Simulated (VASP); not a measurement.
# Bi: single point with PBE

The system is Bi.

```
CELL_PARAMETERS angstrom
3.49683 -3.11664 -0.01038
3.49683 3.11664 -0.01038
-1.27248 0.00000 3.13341
ATOMIC_POSITIONS crystal
Bi 0.24437 0.24437 0.14314
Bi 0.75563 0.75563 0.85686
```

```
Program             : VASP 6.6.1
Task                : single point
Functional          : PBE
Potentials or basis : VASP PAW PBE potentials, release 64 (Bi_d)
Cutoff              : 520 eV
k mesh              : 12 × 12 × 18
Occupations         : gaussian, width 0.1 eV
Spin                : no spin polarisation
```

| Property | Result |
| --- | --- |
| Pressure | -0.1 GPa |
| Largest force | 0.003 eV/Å |
| Band gap on the k mesh | zero (band 15 reaches 9.73 eV, above the bottom of band 16 at 4.87 eV) |

Forces on the atoms (eV/Å):
```
Bi   0.003  0.000  0.001
Bi  -0.003  0.000 -0.001
```

Levels at points of the mesh, in eV from the Fermi level:
```tsv
k point	band 13	band 14	band 15	band 16	band 17	band 18
(0.00, 0.00, 0.00)	-3.02	-2.71	2.79	3.10	3.91	4.02
(0.50, 0.00, 0.00)	-1.16	-0.92	-0.61	-0.52	3.31	4.44
(0.50, 0.50, 0.00)	-4.87	-4.85	2.97	3.85	5.26	5.67
(0.00, 0.00, 0.50)	-3.87	-2.37	-1.59	1.13	1.48	1.53
(0.50, 0.00, 0.50)	-4.24	-3.00	-1.84	0.95	2.11	2.24
(0.50, 0.50, 0.50)	-3.64	-2.74	-2.24	-0.48	1.16	1.71
```

Wall time 14 min on 1 thread of Intel(R) Xeon(R) Platinum 8375C CPU @ 2.90GHz (Ice Lake), on a shared host, peak memory 0.83 GiB.

Caveat: spin-orbit coupling is left out, which moves the levels of the heavy elements.
